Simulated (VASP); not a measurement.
# KCl (I4/mmm) in VASP: further runs, part 2 of 2

VASP 6.6.1. Earlier steps stand in the parts before.

**3. Single point, r2SCAN (biaxial xy strain -1.1%)**

Input file POSCAR:

```
KCl
1.0
    0.0000000000      3.1093115361      3.1448483221
    3.1093115361      0.0000000000      3.1448483221
    3.1093115361      3.1093115361      0.0000000000
K Cl
1 1
Direct
    0.0000000000      0.0000000000      0.0000000000
    0.5000000000      0.5000000000      0.5000000000
```

Input file INCAR.step1:

```
PREC = Accurate
ENCUT = 520
ISMEAR = 0
SIGMA = 0.01
LREAL = False
LASPH = True
NELM = 100
NBANDS = 15
GGA = PE
ALGO = Normal
EDIFF = 1E-4
LWAVE = True
LCHARG = False
```

Input file INCAR.step2:

```
PREC = Accurate
ENCUT = 520
EDIFF = 1E-6
ISMEAR = 0
SIGMA = 0.01
LREAL = False
LASPH = True
NELM = 100
ALGO = Normal
ISIF = 2
LWAVE = False
LCHARG = False
METAGGA = R2SCAN
LMIXTAU = True
NBANDS = 15
ISTART = 1
```

Input file KPOINTS:

```
Automatic mesh
0
Gamma
  8 8 8
```

Potentials or basis: VASP PAW PBE potentials, release 64 (K_sv, Cl).

Started as:

```console
$ cat potpaw_PBE.64/K_sv/POTCAR potpaw_PBE.64/Cl/POTCAR > POTCAR
$ cp INCAR.step1 INCAR
$ mpirun -np 1 vasp_std > vasp.out
$ cp INCAR.step2 INCAR
$ mpirun -np 1 vasp_std > vasp.out
```

OUTCAR:

```text
PREC = Accurate
   ENCUT = 520
   EDIFF = 1E-6
   ISMEAR = 0
   LREAL = False
   LASPH = True
   NELM = 100
   ISIF = 2
   METAGGA = R2SCAN
   ISTART = 1

 ion  position               nearest neighbor table
   1  0.000  0.000  0.000-   2 3.11   2 3.11   2 3.11   2 3.11   2 3.14   2 3.14
   2  0.500  0.500  0.500-   1 3.11   1 3.11   1 3.11   1 3.11   1 3.14   1 3.14

  LATTYP: Found a body centered tetragonal cell.
 ALAT       =     4.3972305440
 C/A-ratio  =     1.4303768204

  Lattice vectors:

 A1 = (  -3.1093115361,   0.0000000000,   3.1448483221)
 A2 = (   3.1093115361,   0.0000000000,   3.1448483221)
 A3 = (   0.0000000000,   3.1093115361,  -3.1448483221)

Analysis of symmetry for initial positions (statically):
=====================================================================
 Subroutine PRICEL returns:
 Original cell was already a primitive cell.

 Routine SETGRP: Setting up the symmetry group for a
 body centered tetragonal supercell.

 Subroutine GETGRP returns: Found 16 space group operations
 (whereof 16 operations were pure point group operations)
 out of a pool of 16 trial point group operations.

The static configuration has the point symmetry D_4h.

Analysis of symmetry for dynamics (positions and initial velocities):
=====================================================================
 Subroutine PRICEL returns:
 Original cell was already a primitive cell.

 Routine SETGRP: Setting up the symmetry group for a
 body centered tetragonal supercell.

 Subroutine GETGRP returns: Found 16 space group operations
 (whereof 16 operations were pure point group operations)
 out of a pool of 16 trial point group operations.

The dynamic configuration has the point symmetry D_4h.

 Subroutine INISYM returns: Found 16 space group operations
 (whereof 16 operations are pure point group operations),
 and found     1 'primitive' translations

----------------------------------------------------------------------------------------

                                     Primitive cell

  volume of cell :      60.8076
[... 115 lines left out ...]
   LHFCALC =     F    Hartree Fock is set to
   AEXX    =    0.0000 exact exchange contribution
   IVDW    =     0    specifies the selected vdW correction
   LEPSILON=     F    determine dielectric tensor
   LRPA    =     F    only Hartree local field effects (RPA)
 non-spin polarized calculation
 Gauss-broadening in eV      SIGMA  =   0.01
  energy-cutoff  :      520.00
  volume of cell :       60.81
 maximum number of plane-waves:      1659
 NGX is ok and might be reduce to    36
   NGX = 17   NGY = 17   NGZ = 17

 number of electron      16.0000002 magnetization

 Free energy of the ion-electron system (eV)
  ---------------------------------------------------
  ext. energy  EPLUGINS =         0.00000000
  ---------------------------------------------------
  free energy    TOTEN  =       -16.50314688 eV

  energy without entropy =      -16.50314688  energy(sigma->0) =      -16.50314688

 E-fermi :  -2.1137     XC(G=0):  -8.0627

 val. band max:       -2.1632646594   @ k =   0.0000   0.0000   0.0000
 cond. band min:       3.7493393730   @ k =   0.0000   0.0000   0.0000
 fundamental gap:      5.9126040324
 Fermi energy:        -2.1137400565

 k-point     1 :       0.0000    0.0000    0.0000
  band No.  band energies     occupation
      1     -30.3758      2.00000
      2     -14.8654      2.00000
      3     -13.0687      2.00000
      4     -13.0675      2.00000
      5     -13.0675      2.00000
      6      -2.1731      2.00000
      7      -2.1633      2.00000
      8      -2.1633      2.00000
      9       3.7493      0.00000
     10       6.8267      0.00000
     11       6.9013      0.00000
     12       6.9013      0.00000
     13       7.9052      0.00000
     14       7.9627      0.00000
[... 401 lines left out ...]
      2     -14.9750      2.00000
      3     -13.0884      2.00000
      4     -13.0836      2.00000
      5     -12.9106      2.00000
      6      -3.0016      2.00000
      7      -2.4634      2.00000
      8      -2.4082      2.00000
      9       5.7285      0.00000
     10       6.4013      0.00000
     11       8.4454      0.00000
     12       8.7655      0.00000
     13       9.0695      0.00000
     14       9.5553      0.00000
     15      11.4137      0.00000

 [... further k-points ...]
[... 5 lines left out ...]
  --------------------------------------------------------------------------------------
  -------------------------------------------------------------------------------------
  Total        0.2519341      0.2519341      0.0568576      0.0000000      0.0000000      0.0000000
  in kB        6.6380313      6.6380313      1.4981007      0.0000000      0.0000000      0.0000000
  external PRESSURE =       4.9247211 kB  Pullay stress =       0.0000000 kB

 VOLUME and BASIS-vectors are now :
 -----------------------------------------------------------------------------
  energy-cutoff  :      520.00
  volume of cell :       60.81
      direct lattice vectors                 reciprocal lattice vectors
     0.000000000  3.109311536  3.144848322    -0.160807302  0.160807302  0.158990180
     3.109311536  0.000000000  3.144848322     0.160807302 -0.160807302  0.158990180
     3.109311536  3.109311536  0.000000000     0.160807302  0.160807302 -0.158990180

 POSITION                                       TOTAL-FORCE (eV/Angst)
 -----------------------------------------------------------------------------------
      0.00000      0.00000      0.00000        -0.000000     -0.000000      0.000000
      3.10931      3.10931      3.14485         0.000000      0.000000     -0.000000
 -----------------------------------------------------------------------------------
    total drift:                                0.000000      0.000000      0.000000

  FREE ENERGIE OF THE ION-ELECTRON SYSTEM (eV)
  ---------------------------------------------------
  free  energy   TOTEN  =       -16.5031468780 eV

  energy  without entropy=      -16.5031468780  energy(sigma->0) =      -16.50314688
```

OUTCAR.step1:

```text
PREC = Accurate
   ENCUT = 520
   ISMEAR = 0
   LREAL = False
   LASPH = True
[... 655 lines left out ...]
      0.00000      0.00000      0.00000         0.000000     -0.000000      0.000000
      3.10931      3.10931      3.14485        -0.000000      0.000000      0.000000
 -----------------------------------------------------------------------------------
    total drift:                                0.000000      0.000000      0.000000

  FREE ENERGIE OF THE ION-ELECTRON SYSTEM (eV)
  ---------------------------------------------------
  free  energy   TOTEN  =        -6.7931286146 eV

  energy  without entropy=       -6.7931286146  energy(sigma->0) =       -6.79312861
```

Wall time 1.8 min (1 thread of Intel Xeon 6975P-C (Granite Rapids), shared host); peak memory 0.24 GiB.

Results:

```
Free energy            : -16.5031 eV
Pressure               : 0.5 GPa
Band gap on the k mesh : 5.91 eV, direct
```

Caveat: the cell differs from its parent crystal (biaxial xy strain -1.1%); the PAW data sets were made with another functional, which shifts forces and pressure a little.
